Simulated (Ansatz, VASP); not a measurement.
# IrO in VASP and in Ansatz

```xyz
2
Lattice="1.9404 1.1203 2.1097 -1.9404 1.1203 2.1097 0.0000 -2.2405 2.1097" Properties=species:S:1:pos:R:3 pbc="T T T"
Ir    0.0000    0.0000    0.0000
O     0.0000    0.0000    3.1646
```

Alike in both runs: task single point; functional PBE; k mesh 6 × 6 × 6; occupations gaussian, width 0.1 eV; collinear spin.

|  | VASP | Ansatz |
| --- | --- | --- |
| version | VASP 6.6.1 | Ansatz 0.2.0 |
| potentials or method | VASP PAW PBE potentials, release 64 (Ir, O), cutoff 520 eV | scalar-relativistic, plane waves, PAW |
| valence electrons in the cell | 15 | 23 |

```tsv
	VASP	Ansatz	Ansatz less VASP
gap on the k mesh at the Fermi level (eV)	none	none	-
net moment per atom (μB)	0.00	0.00	-0.001
```

A gap of «none» marks a metal or a gap that the smearing closes. The functional is the same, so the differences come from potentials, cutoffs and numerics. VASP's potentials hold 15 valence electrons a cell and Ansatz's 23, so a difference there can come from the potentials and not from the codes. Ansatz's warnings: seeded moment not kept.

Neither program's run includes spin-orbit coupling.
